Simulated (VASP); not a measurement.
# Pt (P6/mmm) in VASP: single point with PBEsol

Aim: the single point of Pt with PBEsol.

Program: VASP 6.6.1. These are calculated values, not measurements. Logs are shortened: lines on timing, memory, paths and dates and some standing lists are left out, and cuts for length are marked.

### 1 The cell of the first run

Symmetry: P6/mmm, No. 191, hexagonal system. The conventional cell has a = 4.315 Å, b = 4.315 Å, c = 2.745 Å, α = 90.00°, β = 90.00°, γ = 120.00°. Pt (site symmetry 6/mmm) has 2 Pt at 2.75 Å within 3.6 Å.

### 2 Single point, PBEsol

Input file INCAR:

```
SYSTEM = Pt
PREC = Accurate
ENCUT = 520
EDIFF = 1E-7
ISMEAR = 1
SIGMA = 0.1
LREAL = .FALSE.
LASPH = .TRUE.
NELM = 100
ALGO = Normal
ISIF = 2
LWAVE = .FALSE.
LCHARG = .FALSE.
GGA = PS
NBANDS = 17
```

Input file KPOINTS:

```
Automatic mesh
0
G
  6 6 4
  0 0 0
```

Input file POSCAR:

```
Pt
1.0
    4.3150000000      0.0000000000      0.0000000000
   -2.1575000000      3.7368996200      0.0000000000
    0.0000000000      0.0000000000      5.4900000000
Pt
2
Direct
    0.0000000000      0.0000000000      0.0000000000
    0.0000000000      0.0000000000      0.5000000000
```

Potentials or basis: VASP PAW PBE potentials, release 64 (Pt).

On the command line:

```bash
cat potpaw_PBE.64/Pt/POTCAR > POTCAR
mpirun -np 1 vasp_std > vasp.out
```

OUTCAR:

```text
SYSTEM = Pt
   PREC = Accurate
   ENCUT = 520
   EDIFF = 1E-7
   ISMEAR = 1
   LREAL = .FALSE.
   LASPH = .TRUE.
   NELM = 100
   ISIF = 2
   GGA = PS

 ion  position               nearest neighbor table
   1  0.000  0.000  0.000-   2 2.75   2 2.75
   2  0.000  0.000  0.500-   1 2.75   1 2.75

  LATTYP: Found a hexagonal cell.
 ALAT       =     4.3150000000
 C/A-ratio  =     1.2723059096

  Lattice vectors:

 A1 = (   4.3150000000,   0.0000000000,   0.0000000000)
 A2 = (  -2.1575000000,   3.7368996200,   0.0000000000)
 A3 = (   0.0000000000,   0.0000000000,   5.4900000000)

Analysis of symmetry for initial positions (statically):
=====================================================================
 Subroutine PRICEL returns following result:

  LATTYP: Found a hexagonal cell.
 ALAT       =     4.3150000000
 C/A-ratio  =     0.6361529548

  Lattice vectors:

 A1 = (   4.3150000000,   0.0000000000,   0.0000000000)
 A2 = (  -2.1575000000,   3.7368996200,   0.0000000000)
 A3 = (   0.0000000000,   0.0000000000,   2.7450000000)

   2 primitive cells build up your supercell.

 Routine SETGRP: Setting up the symmetry group for a
 hexagonal supercell.

 Subroutine GETGRP returns: Found 24 space group operations
 (whereof 24 operations were pure point group operations)
 out of a pool of 24 trial point group operations.

The static configuration has the point symmetry D_6h.

Analysis of symmetry for dynamics (positions and initial velocities):
=====================================================================
 Subroutine PRICEL returns following result:

  LATTYP: Found a hexagonal cell.
 ALAT       =     4.3150000000
 C/A-ratio  =     0.6361529548

  Lattice vectors:

 A1 = (   4.3150000000,   0.0000000000,   0.0000000000)
 A2 = (  -2.1575000000,   3.7368996200,   0.0000000000)
 A3 = (   0.0000000000,   0.0000000000,   2.7450000000)

   2 primitive cells build up your supercell.

 Routine SETGRP: Setting up the symmetry group for a
 hexagonal supercell.

 Subroutine GETGRP returns: Found 24 space group operations
 (whereof 24 operations were pure point group operations)
 out of a pool of 24 trial point group operations.

The dynamic configuration has the point symmetry D_6h.

 Subroutine INISYM returns: Found 24 space group operations
 (whereof 24 operations are pure point group operations),
 and found     2 'primitive' translations

----------------------------------------------------------------------------------------

                                     Primitive cell

  volume of cell :      44.2624

  direct lattice vectors                    reciprocal lattice vectors
     4.315000000  0.000000000  0.000000000     0.231749710  0.133800758  0.000000000
    -2.157500000  3.736899620  0.000000000     0.000000000  0.267601515  0.000000000
     0.000000000  0.000000000  2.745000000     0.000000000  0.000000000  0.364298725

  length of vectors
     4.315000000  4.315000002  2.745000000     0.267601515  0.267601515  0.364298725

  position of ions in fractional coordinates (direct lattice)
     0.000000000  0.000000000  0.000000000

  ion indices of the primitive-cell ions
   primitive index   ion index
                 1           1

----------------------------------------------------------------------------------------

 KPOINTS: Automatic mesh

Automatic generation of k-mesh.
 Grid dimensions read from file:
 generate k-points for:    6    6    4

 Generating k-lattice:

  Cartesian coordinates                     Fractional coordinates (reciprocal lattice)
     0.038624952  0.022300126  0.000000000     0.166666667  0.000000000  0.000000000
     0.000000000  0.044600253  0.000000000     0.000000000  0.166666667  0.000000000
     0.000000000  0.000000000  0.045537341     0.000000000  0.000000000  0.250000000

  Length of vectors
     0.044600253  0.044600253  0.045537341

  Shift w.r.t. Gamma in fractional coordinates (k-lattice)
     0.000000000  0.000000000  0.000000000

 Subroutine IBZKPT returns following result:
 ===========================================

 Found     21 irreducible k-points:

 Following reciprocal coordinates:
            Coordinates               Weight
  0.000000  0.000000  0.000000      1.000000
  0.166667 -0.000000  0.000000      6.000000
  0.333333 -0.000000  0.000000      6.000000
  0.500000 -0.000000  0.000000      3.000000
  0.166667  0.166667  0.000000      6.000000
  0.333333  0.166667  0.000000     12.000000
[... 13 lines left out ...]
  0.333333  0.166667  0.500000     12.000000
  0.333333  0.333333  0.500000      2.000000
   k-points           NKPTS =     21   k-points in BZ     NKDIM =     21   number of bands    NBANDS=     17
   number of dos      NEDOS =    301   number of ions     NIONS =      2
   total plane-waves  NPLWV =  43008
   dimension x,y,z NGX =    32 NGY =   32 NGZ =   42
   dimension x,y,z NGXF=    64 NGYF=   64 NGZF=   84
   ions per type =               2
   NGX,Y,Z   is equivalent  to a cutoff of  12.33, 12.33, 12.72 a.u.
   NGXF,Y,Z  is equivalent  to a cutoff of  24.66, 24.66, 25.44 a.u.
 SYSTEM =  Pt
   PREC   = accura    normal or accurate (medium, high low for compatibility)
   ISTART =      0    job   : 0-new  1-cont  2-samecut
   ICHARG =      2    charge: 1-file 2-atom 10-const
   ISPIN  =      1    spin polarized calculation?
   LNONCOLLINEAR =      F non collinear calculations
   LSORBIT =      F    spin-orbit coupling
   LASPH  =      T    aspherical Exc in radial PAW
   ENCUT  =  520.0 eV  38.22 Ry    6.18 a.u.   8.02  8.02 10.21*2*pi/ulx,y,z
   NELM   =    100;   NELMIN=  2; NELMDL= -5     # of ELM steps
   EDIFF  = 0.1E-06   stopping-criterion for ELM
   LREAL  =      F    real-space projection
   EDIFFG = 0.1E-05   stopping-criterion for IOM
   NSW    =      0    number of steps for IOM
   IBRION =     -1    ionic relax: 0-MD 1-quasi-New 2-CG
   NFREE  =      0    steps in history (QN), initial steepest desc. (CG)
   ISIF   =      2    stress and relaxation
   ISYM   =      2    0-nonsym 1-usesym 2-fastsym
   POTIM  = 0.5000    time-step for ionic-motion
   TEBEG  =    0.0;   TEEND  =   0.0 temperature during run
   PSTRESS=    0.0 pullay stress
   NELECT =      20.0000    total number of electrons
   NUPDOWN=      -1.0000    fix difference up-down
   EMIN   =  10.00;   EMAX   =-10.00  energy-range for DOS
   EFERMI =   0.00;   METHOD = LEGACY
   ISMEAR =     1;   SIGMA  =   0.10  broadening in eV -4-tet -1-fermi 0-gaus
   EFERMI_NEDOS =   21; number of points for ismear=-14 and -15
   IALGO  =     38    algorithm
   IMIX   =      4    mixing-type and parameters
     AMIX     =   0.40;   BMIX     =  1.00
     AMIX_MAG =   1.60;   BMIX_MAG =  1.00
  volume/ion in A,a.u.               =      44.26       298.70
  Fermi-wavevector in a.u.,A,eV,Ry     =   0.997080  1.884208 13.526482  0.994168
  Thomas-Fermi vector in A             =   2.129212
   LORBIT       =      0    0 simple, 1 ext, 2 COOP (PROOUT), +10 PAW based schemes
   GGA     = PS    functional components
   LHFCALC =     F    Hartree Fock is set to
   AEXX    =    0.0000 exact exchange contribution
   IVDW    =     0    specifies the selected vdW correction
   LEPSILON=     F    determine dielectric tensor
   LRPA    =     F    only Hartree local field effects (RPA)
 non-spin polarized calculation
 Methfessel and Paxton  Order N= 1 SIGMA  =   0.10
  energy-cutoff  :      520.00
  volume of cell :       88.52
 maximum number of plane-waves:      2398
   NGX = 17   NGY = 17   NGZ = 21

 number of electron      19.9999996 magnetization

 Free energy of the ion-electron system (eV)
  ---------------------------------------------------
  ext. energy  EPLUGINS =         0.00000000
  ---------------------------------------------------
  free energy    TOTEN  =        -6.48096982 eV

  energy without entropy =       -6.48498072  energy(sigma->0) =       -6.48230679

 E-fermi :  -0.7164     XC(G=0):  -7.7569

 val. band max:       -0.7243634081   @ k =   0.5000  -0.0000   0.2500
 cond. band min:      -0.7144797973   @ k =   0.3333   0.3333   0.0000
 fundamental gap:      0.0098836108
 Fermi energy:        -0.7163910720

 k-point     1 :       0.0000    0.0000    0.0000
  band No.  band energies     occupation
      1      -4.9791      2.00000
      2      -2.6617      2.00000
      3      -2.6196      2.00000
      4      -2.6196      2.00000
      5      -1.4868      2.00000
      6      -1.4868      2.00000
[... 9 lines left out ...]
     16      10.5395      0.00000
     17      10.7926      0.00000

 k-point     2 :       0.1667   -0.0000    0.0000
  band No.  band energies     occupation
      1      -4.9151      2.00000
      2      -2.6937      2.00000
      3      -2.6344      2.00000
      4      -2.4344      2.00000
      5      -1.5153      2.00000
      6      -1.4037      2.00000
[... 9 lines left out ...]
     16      10.0110      0.00000
     17      10.4964      0.00000

 k-point     3 :       0.3333   -0.0000    0.0000
  band No.  band energies     occupation
      1      -4.8014      2.00000
      2      -2.8283      2.00000
      3      -2.6636      2.00000
      4      -1.9600      2.00000
      5      -1.3234      2.00000
      6      -1.2247      2.00000
[... 9 lines left out ...]
     16       7.8122      0.00000
     17       9.4125      0.00000

 k-point     4 :       0.5000   -0.0000    0.0000
  band No.  band energies     occupation
      1      -4.7515      2.00000
      2      -2.8899      2.00000
      3      -2.6781      2.00000
      4      -1.8849      2.00000
      5      -1.1277      2.00000
      6      -1.1216      2.00000
[... 9 lines left out ...]
     16       6.1789      0.00000
     17       9.2312      0.00000
[... 283 lines left out ...]
      1      -2.5052      2.00000
      2      -2.5052      2.00000
      3      -1.9119      2.00000
      4      -1.9119      2.00000
      5      -1.7172      2.00000
      6      -1.7172      2.00000
[... 9 lines left out ...]
     16       7.3600      0.00000
     17      11.2241      0.00000

 k-point    20 :       0.3333    0.1667    0.5000
  band No.  band energies     occupation
      1      -2.4493      2.00000
      2      -2.4493      2.00000
      3      -1.9243      2.00000
      4      -1.9243      2.00000
      5      -1.7736      2.00000
      6      -1.7736      2.00000
[... 9 lines left out ...]
     16       6.3038      0.00000
     17      11.8438      0.00000

 k-point    21 :       0.3333    0.3333    0.5000
  band No.  band energies     occupation
      1      -2.4337      2.00000
      2      -2.4337      2.00000
      3      -1.8701      2.00000
      4      -1.8701      2.00000
      5      -1.8701      2.00000
      6      -1.8701      2.00000
[... 9 lines left out ...]
     16       4.6175      0.00000
     17      13.2271      0.00000

------------------------ aborting loop because EDIFF is reached ----------------------------------------

  FORCE on cell =-STRESS in cart. coord.  units (eV):
  Direction    XX          YY          ZZ          XY          YZ          ZX
  --------------------------------------------------------------------------------------
  -------------------------------------------------------------------------------------
  Total       -3.2228707     -3.2228707    -12.5998836      0.0000000      0.0000000      0.0000000
  in kB      -58.3295847    -58.3295848   -228.0407902      0.0000000      0.0000000      0.0000000
  external PRESSURE =    -114.8999866 kB  Pullay stress =       0.0000000 kB

 VOLUME and BASIS-vectors are now :
 -----------------------------------------------------------------------------
  energy-cutoff  :      520.00
  volume of cell :       88.52
      direct lattice vectors                 reciprocal lattice vectors
     4.315000000  0.000000000  0.000000000     0.231749710  0.133800758  0.000000000
    -2.157500000  3.736899620  0.000000000     0.000000000  0.267601515  0.000000000
     0.000000000  0.000000000  5.490000000     0.000000000  0.000000000  0.182149362

 POSITION                                       TOTAL-FORCE (eV/Angst)
 -----------------------------------------------------------------------------------
      0.00000      0.00000      0.00000         0.000000      0.000000     -0.000000
      0.00000      0.00000      2.74500         0.000000      0.000000      0.000000
 -----------------------------------------------------------------------------------
    total drift:                               -0.000000      0.000000      0.000000

  FREE ENERGIE OF THE ION-ELECTRON SYSTEM (eV)
  ---------------------------------------------------
  free  energy   TOTEN  =        -6.4809698193 eV

  energy  without entropy=       -6.4849807187  energy(sigma->0) =       -6.48230679
```

It took 65 s on 1 thread of AMD EPYC 7R13 (Zen 3), shared host; peak memory 0.17 GiB.

Results:

```
Free energy            : -6.4810 eV
Pressure               : -11.5 GPa
Band gap on the k mesh : zero (band 10 reaches -0.34 eV, above the bottom of band 11 at -1.24 eV)
```

Stress tensor (GPa, compression positive):
```
 -5.83   0.00   0.00
  0.00  -5.83   0.00
  0.00   0.00 -22.80
```

Caveat: the PAW data sets were made with another functional, which shifts forces and pressure a little; spin-orbit coupling is left out, which moves the levels of the heavy elements.
